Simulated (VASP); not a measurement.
# Cu (P6_3/mmc) in VASP: further runs

Cu is run at these levels: r2SCAN; tasks: single point.

Program: VASP 6.6.1. These are calculated values, not measurements. Logs are shortened: lines on timing, memory, paths and dates and some standing lists are left out, and cuts for length are marked.

### 1 The cell of the first run

Symmetry: P6_3/mmc, No. 194, hexagonal system. Conventional cell: a = 2.534 Å, b = 2.534 Å, c = 4.113 Å, α = 90.00°, β = 90.00°, γ = 120.00°. Cu (site symmetry -6m2) has 12 Cu at 2.52 to 2.53 Å within 3.3 Å.

### 2 Single point, r2SCAN

The input, POSCAR:

```
Cu
1.0
    2.5340966698      0.0000000000      0.0000000000
   -1.2670483349      2.1945920917      0.0000000000
    0.0000000000      0.0000000000      4.1125710000
Cu
2
Direct
    0.3333333300      0.6666666700      0.2500000000
    0.6666666700      0.3333333300      0.7500000000
```

The input, INCAR.step1:

```
ALGO = Normal ; EDIFF = 1E-4
ENCUT = 520 ; GGA = PE
ISMEAR = 0 ; LASPH = True
LCHARG = False ; LREAL = False
LWAVE = True ; NBANDS = 18
NELM = 60 ; PREC = Accurate
SIGMA = 0.1
```

The input, INCAR.step2:

```
ALGO = Normal ; EDIFF = 1E-6
ENCUT = 520 ; ISIF = 2
ISMEAR = 0 ; ISTART = 1
LASPH = True ; LCHARG = False
LMIXTAU = True ; LREAL = False
LWAVE = False ; METAGGA = R2SCAN
NBANDS = 18 ; NELM = 60
PREC = Accurate ; SIGMA = 0.1
```

The input, KPOINTS:

```
k-points
0
Gamma
  9 9 4
```

Potentials or basis: VASP PAW PBE potentials, release 64 (Cu).

Run with:

```console
> cat potpaw_PBE.64/Cu/POTCAR > POTCAR
> cp INCAR.step1 INCAR
> mpirun -np 1 vasp_std > vasp.out
> cp INCAR.step2 INCAR
> mpirun -np 1 vasp_std > vasp.out
```

OUTCAR:

```text
EDIFF = 1E-6
   ENCUT = 520
   ISIF = 2
   ISMEAR = 0
   ISTART = 1
   LASPH = True
   LREAL = False
   METAGGA = R2SCAN
   NELM = 60
   PREC = Accurate

 ion  position               nearest neighbor table
   1  0.333  0.667  0.250-   2 2.52   2 2.52   2 2.52   2 2.52   2 2.52   2 2.52
   2  0.667  0.333  0.750-   1 2.52   1 2.52   1 2.52   1 2.52   1 2.52   1 2.52

  LATTYP: Found a hexagonal cell.
 ALAT       =     2.5340966698
 C/A-ratio  =     1.6228942838

  Lattice vectors:

 A1 = (   2.5340966698,   0.0000000000,   0.0000000000)
 A2 = (  -1.2670483349,   2.1945920917,   0.0000000000)
 A3 = (   0.0000000000,   0.0000000000,   4.1125710000)

Analysis of symmetry for initial positions (statically):
=====================================================================
 Subroutine PRICEL returns:
 Original cell was already a primitive cell.

 Routine SETGRP: Setting up the symmetry group for a
 hexagonal supercell.

 Subroutine GETGRP returns: Found 24 space group operations
 (whereof 12 operations were pure point group operations)
 out of a pool of 24 trial point group operations.

The static configuration has the point symmetry D_3d.
 The point group associated with its full space group is D_6h.

Analysis of symmetry for dynamics (positions and initial velocities):
=====================================================================
 Subroutine PRICEL returns:
 Original cell was already a primitive cell.

 Routine SETGRP: Setting up the symmetry group for a
 hexagonal supercell.

 Subroutine GETGRP returns: Found 24 space group operations
 (whereof 12 operations were pure point group operations)
 out of a pool of 24 trial point group operations.

The dynamic configuration has the point symmetry D_3d.
 The point group associated with its full space group is D_6h.

 Subroutine INISYM returns: Found 24 space group operations
 (whereof 12 operations are pure point group operations),
 and found     1 'primitive' translations

----------------------------------------------------------------------------------------

                                     Primitive cell

  volume of cell :      22.8713

  direct lattice vectors                    reciprocal lattice vectors
     2.534096670  0.000000000  0.000000000     0.394617937  0.227832772  0.000000000
    -1.267048335  2.194592092  0.000000000     0.000000000  0.455665544  0.000000000
     0.000000000  0.000000000  4.112571000     0.000000000  0.000000000  0.243156896

  length of vectors
     2.534096670  2.534096670  4.112571000     0.455665544  0.455665544  0.243156896

  position of ions in fractional coordinates (direct lattice)
     0.333333330  0.666666670  0.250000000
     0.666666670  0.333333330  0.750000000

  ion indices of the primitive-cell ions
   primitive index   ion index
                 1           1
                 2           2

----------------------------------------------------------------------------------------

 KPOINTS: k-points

Automatic generation of k-mesh.
 Grid dimensions read from file:
 generate k-points for:    9    9    4

 Generating k-lattice:

  Cartesian coordinates                     Fractional coordinates (reciprocal lattice)
     0.043846437  0.025314752  0.000000000     0.111111111 -0.000000000  0.000000000
     0.000000000  0.050629505  0.000000000     0.000000000  0.111111111  0.000000000
     0.000000000  0.000000000  0.060789224     0.000000000  0.000000000  0.250000000

  Length of vectors
     0.050629505  0.050629505  0.060789224

  Shift w.r.t. Gamma in fractional coordinates (k-lattice)
     0.000000000  0.000000000  0.000000000

 Subroutine IBZKPT returns following result:
 ===========================================

 Found     36 irreducible k-points:

 Following reciprocal coordinates:
            Coordinates               Weight
  0.000000  0.000000  0.000000      1.000000
  0.111111 -0.000000  0.000000      6.000000
  0.222222  0.000000  0.000000      6.000000
  0.333333 -0.000000  0.000000      6.000000
  0.444444  0.000000  0.000000      6.000000
  0.111111  0.111111  0.000000      6.000000
[... 16 lines left out ...]
  0.333333  0.222222  0.250000     24.000000
  0.333333  0.333333  0.250000      4.000000
 [... further k-points ...]
   k-points           NKPTS =     36   k-points in BZ     NKDIM =     36   number of bands    NBANDS=     18
   number of dos      NEDOS =    301   number of ions     NIONS =      2
   total plane-waves  NPLWV =  12800
   dimension x,y,z NGX =    20 NGY =   20 NGZ =   32
   dimension x,y,z NGXF=    40 NGYF=   40 NGZF=   64
   ions per type =               2
   NGX,Y,Z   is equivalent  to a cutoff of  13.12, 13.12, 12.94 a.u.
   NGXF,Y,Z  is equivalent  to a cutoff of  26.24, 26.24, 25.87 a.u.
 SYSTEM =  unknown system
   PREC   = accura    normal or accurate (medium, high low for compatibility)
   ISTART =      1    job   : 0-new  1-cont  2-samecut
   ICHARG =      0    charge: 1-file 2-atom 10-const
   ISPIN  =      1    spin polarized calculation?
   LNONCOLLINEAR =      F non collinear calculations
   LSORBIT =      F    spin-orbit coupling
   LASPH  =      T    aspherical Exc in radial PAW
   ENCUT  =  520.0 eV  38.22 Ry    6.18 a.u.   4.71  4.71  7.65*2*pi/ulx,y,z
   NELM   =     60;   NELMIN=  2; NELMDL=  0     # of ELM steps
   EDIFF  = 0.1E-05   stopping-criterion for ELM
   LREAL  =      F    real-space projection
   EDIFFG = 0.1E-04   stopping-criterion for IOM
   NSW    =      0    number of steps for IOM
   IBRION =     -1    ionic relax: 0-MD 1-quasi-New 2-CG
   NFREE  =      0    steps in history (QN), initial steepest desc. (CG)
   ISIF   =      2    stress and relaxation
   ISYM   =      2    0-nonsym 1-usesym 2-fastsym
   POTIM  = 0.5000    time-step for ionic-motion
   TEBEG  =    0.0;   TEEND  =   0.0 temperature during run
   PSTRESS=    0.0 pullay stress
   NELECT =      22.0000    total number of electrons
   NUPDOWN=      -1.0000    fix difference up-down
   EMIN   =  10.00;   EMAX   =-10.00  energy-range for DOS
   EFERMI =   0.00;   METHOD = LEGACY
   ISMEAR =     0;   SIGMA  =   0.10  broadening in eV -4-tet -1-fermi 0-gaus
   EFERMI_NEDOS =   21; number of points for ismear=-14 and -15
   IALGO  =     38    algorithm
   IMIX   =      4    mixing-type and parameters
     AMIX     =   0.40;   BMIX     =  1.00
     AMIX_MAG =   1.60;   BMIX_MAG =  1.00
  volume/ion in A,a.u.               =      11.44        77.17
  Fermi-wavevector in a.u.,A,eV,Ry     =   1.616041  3.053874 35.532800  2.611587
  Thomas-Fermi vector in A             =   2.710691
   LORBIT       =      0    0 simple, 1 ext, 2 COOP (PROOUT), +10 PAW based schemes
   METAGGA = R2SCAN    functional components
   LHFCALC =     F    Hartree Fock is set to
   AEXX    =    0.0000 exact exchange contribution
   IVDW    =     0    specifies the selected vdW correction
   LEPSILON=     F    determine dielectric tensor
   LRPA    =     F    only Hartree local field effects (RPA)
 non-spin polarized calculation
 Gauss-broadening in eV      SIGMA  =   0.10
  energy-cutoff  :      520.00
  volume of cell :       22.87
 maximum number of plane-waves:       640
 NGX is ok and might be reduce to    20
   NGX =  9   NGY =  9   NGZ = 15

 number of electron      21.9999979 magnetization

 Free energy of the ion-electron system (eV)
  ---------------------------------------------------
  ext. energy  EPLUGINS =         0.00000000
  ---------------------------------------------------
  free energy    TOTEN  =       -21.63721973 eV

  energy without entropy =      -21.63126220  energy(sigma->0) =      -21.63424097

 E-fermi :   7.7652     XC(G=0): -13.9578

 val. band max:        7.7398836485   @ k =   0.2222   0.2222   0.5000
 cond. band min:       7.8655484262   @ k =   0.4444   0.0000   0.5000
 fundamental gap:      0.1256647777
 Fermi energy:         7.7652029185

 k-point     1 :       0.0000    0.0000    0.0000
  band No.  band energies     occupation
      1      -2.1215      2.00000
      2       2.3933      2.00000
      3       4.5939      2.00000
      4       4.6220      2.00000
      5       4.6222      2.00000
      6       4.8498      2.00000
[... 10 lines left out ...]
     17      32.5719      0.00000
     18      32.5720      0.00000

 k-point     2 :       0.1111   -0.0000    0.0000
  band No.  band energies     occupation
      1      -1.7011      2.00000
      2       2.6217      2.00000
      3       4.3740      2.00000
      4       4.7509      2.00000
      5       4.7733      2.00000
      6       4.8357      2.00000
[... 10 lines left out ...]
     17      33.0924      0.00000
     18      33.9602      0.00000

 k-point     3 :       0.2222    0.0000    0.0000
  band No.  band energies     occupation
      1      -0.4977      2.00000
      2       3.0857      2.00000
      3       4.0110      2.00000
      4       4.1154      2.00000
      5       4.6118      2.00000
      6       4.8425      2.00000
[... 10 lines left out ...]
     17      28.1947      0.00000
     18      30.6591      0.00000

 k-point     4 :       0.3333   -0.0000    0.0000
  band No.  band energies     occupation
      1       1.2078      2.00000
      2       3.1574      2.00000
      3       3.4462      2.00000
      4       4.1155      2.00000
      5       4.6479      2.00000
      6       4.6897      2.00000
[... 375 lines left out ...]
      4       3.7819      2.00000
      5       4.4734      2.00000
      6       4.5551      2.00000
[... 10 lines left out ...]
     17      21.8501      0.00000
     18      29.3157      0.00000

 k-point    23 :       0.3333    0.2222    0.2500
  band No.  band energies     occupation
      1       3.0190      2.00000
      2       3.4300      2.00000
      3       3.5276      2.00000
      4       3.8450      2.00000
      5       4.3142      2.00000
      6       4.6166      2.00000
[... 10 lines left out ...]
     17      22.6698      0.00000
     18      25.7402      0.00000

 k-point    24 :       0.3333    0.3333    0.2500
  band No.  band energies     occupation
      1       3.4527      2.00000
      2       3.5248      2.00000
      3       3.5248      2.00000
      4       3.7532      2.00000
      5       4.3347      2.00000
      6       4.3347      2.00000
[... 10 lines left out ...]
     17      25.2008      0.00000
     18      25.5309      0.00000

 [... further k-points ...]
[... 5 lines left out ...]
  --------------------------------------------------------------------------------------
  -------------------------------------------------------------------------------------
  Total       -0.0099482     -0.0099482      0.5401315      0.0000000     -0.0000000      0.0000000
  in kB       -0.6968924     -0.6968924     37.8372633      0.0000000     -0.0000000      0.0000000
  external PRESSURE =      12.1478262 kB  Pullay stress =       0.0000000 kB

 VOLUME and BASIS-vectors are now :
 -----------------------------------------------------------------------------
  energy-cutoff  :      520.00
  volume of cell :       22.87
      direct lattice vectors                 reciprocal lattice vectors
     2.534096670  0.000000000  0.000000000     0.394617937  0.227832772  0.000000000
    -1.267048335  2.194592092  0.000000000     0.000000000  0.455665544  0.000000000
     0.000000000  0.000000000  4.112571000     0.000000000  0.000000000  0.243156896

 POSITION                                       TOTAL-FORCE (eV/Angst)
 -----------------------------------------------------------------------------------
     -0.00000      1.46306      1.02814         0.000000     -0.000000      0.000000
      1.26705      0.73153      3.08443        -0.000000      0.000000      0.000000
 -----------------------------------------------------------------------------------
    total drift:                               -0.000001      0.000000     -0.000000

  FREE ENERGIE OF THE ION-ELECTRON SYSTEM (eV)
  ---------------------------------------------------
  free  energy   TOTEN  =       -21.6372197330 eV

  energy  without entropy=      -21.6312622027  energy(sigma->0) =      -21.63424097
```

Run time: 38 s. Hardware: 1 thread of Intel Xeon Platinum 8375C at 2.90GHz (Ice Lake), shared host; peak memory 0.14 GiB.

What came out:

| Property | Result |
| --- | --- |
| Free energy | -21.6372 eV |
| Pressure | 1.2 GPa |
| Band gap on the k mesh | zero (band 11 reaches 12.06 eV, above the bottom of band 12 at 5.70 eV) |

Stress tensor (GPa, compression positive):
```
-0.07  0.00  0.00
 0.00 -0.07  0.00
 0.00  0.00  3.78
```

Levels at points of the mesh, in eV from the Fermi level:
```csv
k point,band 7,band 8,band 9,band 10,band 11,band 12,band 13,band 14,band 15,band 16
"(0.00, 0.00, 0.00)",-2.92,-2.64,-2.64,-1.83,-1.83,-1.04,4.27,22.37,23.17,23.17
"(0.00, 0.00, 0.50)",-3.19,-3.19,-2.06,-2.06,-2.06,-2.06,13.47,13.47,23.12,23.12
```

Caveat: the k points lie up to 0.38 Å⁻¹ apart; the PAW data sets were made with another functional, which shifts forces and pressure a little.

### 3 Single point, r2SCAN

The input, POSCAR:

```
Cu
1.0
    2.5277309023      0.0000000000      0.0000000000
   -1.2638654511      2.1890791753      0.0000000000
    0.0000000000      0.0000000000      4.1384256653
Cu
2
Direct
    0.3333333333      0.6666666667      0.2500000000
    0.6666666667      0.3333333333      0.7500000000
```

The input, INCAR.step1:

```
SYSTEM = Cu
PREC = Accurate
ENCUT = 520
ISMEAR = 0
SIGMA = 0.1
LREAL = .False.
LASPH = .True.
NELM = 100
NBANDS = 18
GGA = PE
ALGO = Normal
EDIFF = 1E-4
LWAVE = .True.
LCHARG = .False.
```

The input, INCAR.step2:

```
SYSTEM = Cu
PREC = Accurate
ENCUT = 520
EDIFF = 1E-7
ISMEAR = 0
SIGMA = 0.1
LREAL = .False.
LASPH = .True.
NELM = 100
ALGO = Normal
ISIF = 2
LWAVE = .False.
LCHARG = .False.
METAGGA = R2SCAN
LMIXTAU = .True.
NBANDS = 18
ISTART = 1
```

The input, KPOINTS:

```
Automatic mesh
0
Gamma
  24 24 14
  0 0 0
```

Potentials or basis: VASP PAW PBE potentials, release 64 (Cu).

Run with:

```console
> cat potpaw_PBE.64/Cu/POTCAR > POTCAR
> cp INCAR.step1 INCAR
> mpirun -np 1 vasp_std > vasp.out
> cp INCAR.step2 INCAR
> mpirun -np 1 vasp_std > vasp.out
```

OUTCAR:

```text
SYSTEM = Cu
   PREC = Accurate
   ENCUT = 520
   EDIFF = 1E-7
   ISMEAR = 0
   LREAL = .False.
   LASPH = .True.
   NELM = 100
   ISIF = 2
   METAGGA = R2SCAN
   ISTART = 1

 ion  position               nearest neighbor table
   1  0.333  0.667  0.250-   2 2.53   2 2.53   2 2.53   2 2.53   2 2.53   2 2.53
   2  0.667  0.333  0.750-   1 2.53   1 2.53   1 2.53   1 2.53   1 2.53   1 2.53

  LATTYP: Found a hexagonal cell.
 ALAT       =     2.5277309023
 C/A-ratio  =     1.6372097447

  Lattice vectors:

 A1 = (   2.5277309023,   0.0000000000,   0.0000000000)
[... 676 lines left out ...]
      5       4.5138      2.00000
      6       4.6085      2.00000
[... 10 lines left out ...]
     17      21.3771      0.00000
     18      28.5753      0.00000

 [... further k-points ...]
[... 5 lines left out ...]
  --------------------------------------------------------------------------------------
  -------------------------------------------------------------------------------------
  Total        0.1037540      0.1037540      0.1103855      0.0000000     -0.0000000      0.0000000
  in kB        7.2591882      7.2591882      7.7231585      0.0000000     -0.0000000      0.0000000
  external PRESSURE =       7.4138450 kB  Pullay stress =       0.0000000 kB

 VOLUME and BASIS-vectors are now :
 -----------------------------------------------------------------------------
  energy-cutoff  :      520.00
  volume of cell :       22.90
      direct lattice vectors                 reciprocal lattice vectors
     2.527730902  0.000000000  0.000000000     0.395611732  0.228406540  0.000000000
    -1.263865451  2.189079175  0.000000000     0.000000000  0.456813080  0.000000000
     0.000000000  0.000000000  4.138425665     0.000000000  0.000000000  0.241637782

 POSITION                                       TOTAL-FORCE (eV/Angst)
 -----------------------------------------------------------------------------------
     -0.00000      1.45939      1.03461        -0.000000      0.000000      0.000000
      1.26387      0.72969      3.10382         0.000000      0.000000      0.000000
 -----------------------------------------------------------------------------------
    total drift:                               -0.000000      0.000000     -0.000000

  FREE ENERGIE OF THE ION-ELECTRON SYSTEM (eV)
  ---------------------------------------------------
  free  energy   TOTEN  =       -21.6367174357 eV

  energy  without entropy=      -21.6340626625  energy(sigma->0) =      -21.63539005
```

OUTCAR.step1:

```text
SYSTEM = Cu
   PREC = Accurate
   ENCUT = 520
   ISMEAR = 0
   LREAL = .False.
   LASPH = .True.
[... 729 lines left out ...]
     -0.00000      1.45939      1.03461         0.000000      0.000000      0.000000
      1.26387      0.72969      3.10382         0.000000     -0.000000      0.000000
 -----------------------------------------------------------------------------------
    total drift:                               -0.000000      0.000000     -0.000000

  FREE ENERGIE OF THE ION-ELECTRON SYSTEM (eV)
  ---------------------------------------------------
  free  energy   TOTEN  =        -7.4156848961 eV

  energy  without entropy=       -7.4127436706  energy(sigma->0) =       -7.41421428
```

OSZICAR.step1:

```text
N       E                     dE             d eps       ncg     rms          rms(c)
DAV:   1     0.121335371430E+03    0.12134E+03   -0.10541E+04 19128   0.222E+03
DAV:   2    -0.313783921992E+01   -0.12447E+03   -0.11827E+03 17606   0.288E+02
DAV:   3    -0.918917956168E+01   -0.60513E+01   -0.57975E+01 19812   0.854E+01
DAV:   4    -0.925233261498E+01   -0.63153E-01   -0.63109E-01 20798   0.935E+00
DAV:   5    -0.925315378408E+01   -0.82117E-03   -0.82114E-03 21406   0.927E-01    0.109E+01
DAV:   6    -0.811926221789E+01    0.11339E+01   -0.10895E+01 18716   0.961E+01    0.533E+00
DAV:   7    -0.744132140051E+01    0.67794E+00   -0.21251E+00 19062   0.391E+01    0.798E-01
DAV:   8    -0.741971492795E+01    0.21606E-01   -0.16493E-02 21432   0.165E+00    0.478E-01
DAV:   9    -0.741565802706E+01    0.40569E-02   -0.64733E-03 20296   0.233E+00    0.330E-02
DAV:  10    -0.741568489606E+01   -0.26869E-04   -0.18517E-04 16440   0.199E-01
   1 F= -.74156849E+01 E0= -.74142143E+01  d E =-.294123E-02
```

Wall time 12 min (1 thread of Intel Xeon Platinum 8259CL at 2.50GHz (Skylake/Cascade Lake), shared host); peak memory 0.28 GiB.

What came out:

```yaml
Free_energy: -21.6367 eV
Pressure: 0.7 GPa
Band_gap_on_the_k_mesh: zero (band 11 reaches 12.09 eV, above the bottom of band 12 at 5.68 eV)
```

Caveat: the PAW data sets were made with another functional, which shifts forces and pressure a little.
